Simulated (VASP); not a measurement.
# CdF2 (I4/mmm) in VASP: further runs

Runs on CdF2. Level: PBEsol. Tasks: single point.

Everything below comes from runs of VASP 6.6.1. Logs are shortened: lines on timing, memory, paths and dates and some standing lists are left out, and cuts for length are marked.

### 1 The cell of the first run

Symmetry: I4/mmm, No. 139, tetragonal system. The conventional cell has a = 3.568 Å, b = 3.568 Å, c = 5.148 Å, α = 90.00°, β = 90.00°, γ = 90.00°. Cd (site symmetry 4/mmm) has 8 F at 2.20 Å within 2.9 Å. F (site symmetry -4m2) has 4 Cd at 2.20 Å and 6 F at 2.52 to 2.57 Å within 2.9 Å.

### 2 Single point, PBEsol (10.93 Å³/atom)

Input file INCAR:

```
SYSTEM = CdF2
ALGO = Normal
EDIFF = 1E-7
ENCUT = 520
GGA = PS
ISIF = 2
ISMEAR = 0
LASPH = .True.
LCHARG = .False.
LREAL = .False.
LWAVE = .False.
NBANDS = 20
NELM = 60
PREC = Accurate
SIGMA = 0.05
```

Input file KPOINTS:

```
k-points
0
Gamma
  8 8 8
  0 0 0
```

Input file POSCAR:

```
CdF2
1.0
    0.0000000000      2.5232234490      2.5741925626
    2.5232234490      0.0000000000      2.5741925626
    2.5232234490      2.5232234490      0.0000000000
Cd F
1 2
Direct
    0.0000000000      0.0000000000      0.0000000000
    0.2500000000      0.2500000000      0.2500000000
    0.7500000000      0.7500000000      0.7500000000
```

Potentials or basis: VASP PAW PBE potentials, release 64 (Cd, F).

Command:

```console
$ cat potpaw_PBE.64/Cd/POTCAR potpaw_PBE.64/F/POTCAR > POTCAR
$ mpirun -np 1 vasp_std > vasp.out
```

OUTCAR:

```text
SYSTEM = CdF2
   EDIFF = 1E-7
   ENCUT = 520
   GGA = PS
   ISIF = 2
   ISMEAR = 0
   LASPH = .True.
   LREAL = .False.
   NELM = 60
   PREC = Accurate

 ion  position               nearest neighbor table
   1  0.000  0.000  0.000-   3 2.20   3 2.20   2 2.20   3 2.20   2 2.20   2 2.20   3 2.20   2 2.20

   2  0.250  0.250  0.250-   1 2.20   1 2.20   1 2.20   1 2.20
   3  0.750  0.750  0.750-   1 2.20   1 2.20   1 2.20   1 2.20

  LATTYP: Found a body centered tetragonal cell.
 ALAT       =     3.5683768225
 C/A-ratio  =     1.4427806763

  Lattice vectors:

 A1 = (  -2.5232234490,   0.0000000000,   2.5741925626)
 A2 = (   2.5232234490,   0.0000000000,   2.5741925626)
 A3 = (   0.0000000000,   2.5232234490,  -2.5741925626)

Analysis of symmetry for initial positions (statically):
=====================================================================
 Subroutine PRICEL returns:
 Original cell was already a primitive cell.

 Routine SETGRP: Setting up the symmetry group for a
 body centered tetragonal supercell.

 Subroutine GETGRP returns: Found 16 space group operations
 (whereof 16 operations were pure point group operations)
 out of a pool of 16 trial point group operations.

The static configuration has the point symmetry D_4h.

Analysis of symmetry for dynamics (positions and initial velocities):
=====================================================================
 Subroutine PRICEL returns:
 Original cell was already a primitive cell.

 Routine SETGRP: Setting up the symmetry group for a
 body centered tetragonal supercell.

 Subroutine GETGRP returns: Found 16 space group operations
 (whereof 16 operations were pure point group operations)
 out of a pool of 16 trial point group operations.

The dynamic configuration has the point symmetry D_4h.

 Subroutine INISYM returns: Found 16 space group operations
 (whereof 16 operations are pure point group operations),
 and found     1 'primitive' translations

----------------------------------------------------------------------------------------

                                     Primitive cell

  volume of cell :      32.7780

  direct lattice vectors                    reciprocal lattice vectors
     0.000000000  2.523223449  2.574192563    -0.198159224  0.198159224  0.194235663
     2.523223449  0.000000000  2.574192563     0.198159224 -0.198159224  0.194235663
     2.523223449  2.523223449  0.000000000     0.198159224  0.198159224 -0.194235663

  length of vectors
     3.604597609  3.604597609  3.568376822     0.340971625  0.340971625  0.340971625

  position of ions in fractional coordinates (direct lattice)
     0.000000000  0.000000000  0.000000000
     0.250000000  0.250000000  0.250000000
     0.750000000  0.750000000  0.750000000

  ion indices of the primitive-cell ions
   primitive index   ion index
                 1           1
                 2           2
                 3           3

----------------------------------------------------------------------------------------

 KPOINTS: k-points

Automatic generation of k-mesh.
 Grid dimensions read from file:
 generate k-points for:    8    8    8

 Generating k-lattice:

  Cartesian coordinates                     Fractional coordinates (reciprocal lattice)
    -0.024769903  0.024769903  0.024279458     0.125000000  0.000000000  0.000000000
     0.024769903 -0.024769903  0.024279458     0.000000000  0.125000000  0.000000000
     0.024769903  0.024769903 -0.024279458     0.000000000  0.000000000  0.125000000

  Length of vectors
     0.042621453  0.042621453  0.042621453

  Shift w.r.t. Gamma in fractional coordinates (k-lattice)
     0.000000000  0.000000000  0.000000000

 Subroutine IBZKPT returns following result:
 ===========================================

 Found     59 irreducible k-points:

 Following reciprocal coordinates:
            Coordinates               Weight
  0.000000  0.000000  0.000000      1.000000
  0.125000 -0.000000  0.000000      8.000000
  0.250000 -0.000000  0.000000      8.000000
  0.375000 -0.000000  0.000000      8.000000
  0.500000 -0.000000  0.000000      4.000000
  0.125000  0.125000  0.000000      2.000000
[... 16 lines left out ...]
  0.250000 -0.000000  0.125000     16.000000
  0.375000 -0.000000  0.125000     16.000000
 [... further k-points ...]
   k-points           NKPTS =     59   k-points in BZ     NKDIM =     59   number of bands    NBANDS=     20
   number of dos      NEDOS =    301   number of ions     NIONS =      3
   total plane-waves  NPLWV =  21952
   dimension x,y,z NGX =    28 NGY =   28 NGZ =   28
   dimension x,y,z NGXF=    56 NGYF=   56 NGZF=   56
   ions per type =               1   2
   NGX,Y,Z   is equivalent  to a cutoff of  12.91, 12.91, 13.04 a.u.
   NGXF,Y,Z  is equivalent  to a cutoff of  25.83, 25.83, 26.09 a.u.
 SYSTEM =  CdF2
   PREC   = accura    normal or accurate (medium, high low for compatibility)
   ISTART =      0    job   : 0-new  1-cont  2-samecut
   ICHARG =      2    charge: 1-file 2-atom 10-const
   ISPIN  =      1    spin polarized calculation?
   LNONCOLLINEAR =      F non collinear calculations
   LSORBIT =      F    spin-orbit coupling
   LASPH  =      T    aspherical Exc in radial PAW
   ENCUT  =  520.0 eV  38.22 Ry    6.18 a.u.   6.70  6.70  6.63*2*pi/ulx,y,z
   NELM   =     60;   NELMIN=  2; NELMDL= -5     # of ELM steps
   EDIFF  = 0.1E-06   stopping-criterion for ELM
   LREAL  =      F    real-space projection
   EDIFFG = 0.1E-05   stopping-criterion for IOM
   NSW    =      0    number of steps for IOM
   IBRION =     -1    ionic relax: 0-MD 1-quasi-New 2-CG
   NFREE  =      0    steps in history (QN), initial steepest desc. (CG)
   ISIF   =      2    stress and relaxation
   ISYM   =      2    0-nonsym 1-usesym 2-fastsym
   POTIM  = 0.5000    time-step for ionic-motion
   TEBEG  =    0.0;   TEEND  =   0.0 temperature during run
   PSTRESS=    0.0 pullay stress
   NELECT =      26.0000    total number of electrons
   NUPDOWN=      -1.0000    fix difference up-down
   EMIN   =  10.00;   EMAX   =-10.00  energy-range for DOS
   EFERMI =   0.00;   METHOD = LEGACY
   ISMEAR =     0;   SIGMA  =   0.05  broadening in eV -4-tet -1-fermi 0-gaus
   EFERMI_NEDOS =   21; number of points for ismear=-14 and -15
   IALGO  =     38    algorithm
   IMIX   =      4    mixing-type and parameters
     AMIX     =   0.40;   BMIX     =  1.00
     AMIX_MAG =   1.60;   BMIX_MAG =  1.00
  volume/ion in A,a.u.               =      10.93        73.73
  Fermi-wavevector in a.u.,A,eV,Ry     =   1.515439  2.863764 31.246533  2.296555
  Thomas-Fermi vector in A             =   2.624963
   LORBIT       =      0    0 simple, 1 ext, 2 COOP (PROOUT), +10 PAW based schemes
   GGA     = PS    functional components
   LHFCALC =     F    Hartree Fock is set to
   AEXX    =    0.0000 exact exchange contribution
   IVDW    =     0    specifies the selected vdW correction
   LEPSILON=     F    determine dielectric tensor
   LRPA    =     F    only Hartree local field effects (RPA)
 non-spin polarized calculation
 Gauss-broadening in eV      SIGMA  =   0.05
  energy-cutoff  :      520.00
  volume of cell :       32.78
 maximum number of plane-waves:       909
   NGX = 13   NGY = 13   NGZ = 13

 number of electron      25.9999986 magnetization

 Free energy of the ion-electron system (eV)
  ---------------------------------------------------
  ext. energy  EPLUGINS =         0.00000000
  ---------------------------------------------------
  free energy    TOTEN  =       -11.04778805 eV

  energy without entropy =      -11.04778805  energy(sigma->0) =      -11.04778805

 E-fermi :   0.4191     XC(G=0): -11.7272

 val. band max:        0.1194333205   @ k =  -0.2500   0.2500   0.5000
 cond. band min:       3.6199905661   @ k =   0.0000   0.0000   0.0000
 fundamental gap:      3.5005572455
 Fermi energy:         0.4190529640

 k-point     1 :       0.0000    0.0000    0.0000
  band No.  band energies     occupation
      1     -21.8183      2.00000
      2     -20.0669      2.00000
      3      -6.3978      2.00000
      4      -6.3972      2.00000
      5      -6.3972      2.00000
      6      -4.2246      2.00000
[... 12 lines left out ...]
     19      20.7839      0.00000
     20      21.2668      0.00000

 k-point     2 :       0.1250   -0.0000    0.0000
  band No.  band energies     occupation
      1     -21.7399      2.00000
      2     -20.1423      2.00000
      3      -6.3112      2.00000
      4      -6.3070      2.00000
      5      -6.1488      2.00000
      6      -4.2732      2.00000
[... 12 lines left out ...]
     19      20.4439      0.00000
     20      20.9082      0.00000

 k-point     3 :       0.2500   -0.0000    0.0000
  band No.  band energies     occupation
      1     -21.5278      2.00000
      2     -20.3413      2.00000
      3      -6.1063      2.00000
      4      -6.0889      2.00000
      5      -5.4704      2.00000
      6      -4.3270      2.00000
[... 12 lines left out ...]
     19      20.2476      0.00000
     20      21.3733      0.00000

 k-point     4 :       0.3750   -0.0000    0.0000
  band No.  band energies     occupation
      1     -21.2399      2.00000
      2     -20.6074      2.00000
      3      -5.9274      2.00000
      4      -5.8900      2.00000
      5      -4.5435      2.00000
      6      -4.2302      2.00000
[... 12 lines left out ...]
     19      19.6844      0.00000
     20      20.7129      0.00000

 k-point     5 :       0.5000   -0.0000    0.0000
  band No.  band energies     occupation
      1     -20.9932      2.00000
      2     -20.8426      2.00000
      3      -5.8696      2.00000
      4      -5.8226      2.00000
      5      -4.1099      2.00000
      6      -4.1075      2.00000
[... 12 lines left out ...]
     19      19.4247      0.00000
     20      20.2410      0.00000
[... 353 lines left out ...]
      6      -4.0170      2.00000
[... 12 lines left out ...]
     19      21.0195      0.00000
     20      22.1804      0.00000

 k-point    22 :       0.1250    0.0000    0.1250
  band No.  band energies     occupation
      1     -21.7121      2.00000
      2     -20.1684      2.00000
      3      -6.2871      2.00000
      4      -6.2776      2.00000
      5      -6.0501      2.00000
      6      -4.4109      2.00000
[... 12 lines left out ...]
     19      20.9928      0.00000
     20      21.2625      0.00000

 k-point    23 :       0.2500   -0.0000    0.1250
  band No.  band energies     occupation
      1     -21.5468      2.00000
      2     -20.3199      2.00000
      3      -6.1064      2.00000
      4      -6.0883      2.00000
      5      -5.5202      2.00000
      6      -4.6451      2.00000
[... 12 lines left out ...]
     19      20.8268      0.00000
     20      22.7148      0.00000

 k-point    24 :       0.3750   -0.0000    0.1250
  band No.  band energies     occupation
      1     -21.2919      2.00000
      2     -20.5494      2.00000
      3      -5.8913      2.00000
      4      -5.8779      2.00000
      5      -4.7496      2.00000
      6      -4.6759      2.00000
[... 12 lines left out ...]
     19      20.3552      0.00000
     20      22.5983      0.00000

 [... further k-points ...]
[... 5 lines left out ...]
  --------------------------------------------------------------------------------------
  -------------------------------------------------------------------------------------
  Total        6.4876543      6.4876543      6.0195558      0.0000000      0.0000000     -0.0000000
  in kB      317.1143042    317.1143042    294.2338113      0.0000000      0.0000000     -0.0000000
  external PRESSURE =     309.4874732 kB  Pullay stress =       0.0000000 kB

 VOLUME and BASIS-vectors are now :
 -----------------------------------------------------------------------------
  energy-cutoff  :      520.00
  volume of cell :       32.78
      direct lattice vectors                 reciprocal lattice vectors
     0.000000000  2.523223449  2.574192563    -0.198159224  0.198159224  0.194235663
     2.523223449  0.000000000  2.574192563     0.198159224 -0.198159224  0.194235663
     2.523223449  2.523223449  0.000000000     0.198159224  0.198159224 -0.194235663

 POSITION                                       TOTAL-FORCE (eV/Angst)
 -----------------------------------------------------------------------------------
      0.00000      0.00000      0.00000         0.000000     -0.000000      0.000000
      1.26161      1.26161      1.28710        -0.000000     -0.000000     -0.000000
      3.78484      3.78484      3.86129         0.000000      0.000000      0.000000
 -----------------------------------------------------------------------------------
    total drift:                                0.000000      0.000000      0.000000

  FREE ENERGIE OF THE ION-ELECTRON SYSTEM (eV)
  ---------------------------------------------------
  free  energy   TOTEN  =       -11.0477880521 eV

  energy  without entropy=      -11.0477880521  energy(sigma->0) =      -11.04778805
```

It took 36 s on 1 thread of Intel Xeon Platinum 8259CL at 2.50GHz (Skylake/Cascade Lake), shared host; peak memory 0.17 GiB.

What came out:

```yaml
Free_energy: -11.0478 eV
Pressure: 30.9 GPa
Band_gap_on_the_k_mesh: 3.50 eV (least direct gap 3.67 eV)
```

Stress tensor (GPa, compression positive):
```
31.71  0.00  0.00
 0.00 31.71  0.00
 0.00  0.00 29.42
```

Caveat: the cell stands under pressure; the PAW data sets were made with another functional, which shifts forces and pressure a little. A k mesh can miss the band edges.

### 3 Single point, PBEsol (11.45 Å³/atom)

This run uses another cell than the first one, of 11.45 Å³/atom.

Input file INCAR:

```
PREC = Accurate
ENCUT = 520
EDIFF = 1E-6
ISMEAR = 0
SIGMA = 0.05
LREAL = F
LASPH = T
NELM = 60
ALGO = Normal
ISIF = 2
LWAVE = F
LCHARG = F
GGA = PS
NBANDS = 20
```

Input file KPOINTS:

```
regular mesh
0
Gamma
  8 8 8
```

Input file POSCAR:

```
CdF2
1.0
    0.0000000000      2.5455326042      2.6496448877
    2.5455326042      0.0000000000      2.6496448877
    2.5455326042      2.5455326042      0.0000000000
Cd F
1 2
Direct
    0.0000000000      0.0000000000      0.0000000000
    0.2500000000      0.2500000000      0.2500000000
    0.7500000000      0.7500000000      0.7500000000
```

Potentials or basis: VASP PAW PBE potentials, release 64 (Cd, F).

Command:

```console
$ cat potpaw_PBE.64/Cd/POTCAR potpaw_PBE.64/F/POTCAR > POTCAR
$ mpirun -np 1 vasp_std > vasp.out
```

Run time: 34 s. Hardware: 1 thread of Intel Xeon Platinum 8259CL at 2.50GHz (Skylake/Cascade Lake), shared host; peak memory 0.18 GiB.

It converged, with:

```
Free energy            : -11.2908 eV
Pressure               : 20.5 GPa
Band gap on the k mesh : 3.31 eV (least direct gap 3.54 eV)
```

Stress tensor (GPa, compression positive):
```
22.01  0.00  0.00
 0.00 22.01  0.00
 0.00  0.00 17.44
```

Levels at points of the mesh, in eV from the valence-band top:
```
           k point  band 9  band 10  band 11  band 12  band 13  band 14  band 15  band 16  band 17  band 18
(0.00, 0.00, 0.00)   -1.27    -1.27    -0.37    -0.37    -0.24     3.31    13.01    13.01    13.08    18.51
(0.50, 0.00, 0.00)   -3.00    -2.51    -2.41    -0.31    -0.30     8.02     9.27    15.26    15.61    18.61
(0.50, 0.50, 0.00)   -3.77    -3.34    -1.00    -0.10    -0.10     8.94    10.25    11.86    15.38    15.38
(0.50, 0.00, 0.50)   -3.77    -3.19    -0.73    -0.19    -0.09     8.86    10.08    11.90    14.91    15.46
```

Caveat: the cell stands under pressure; the PAW data sets were made with another functional, which shifts forces and pressure a little.
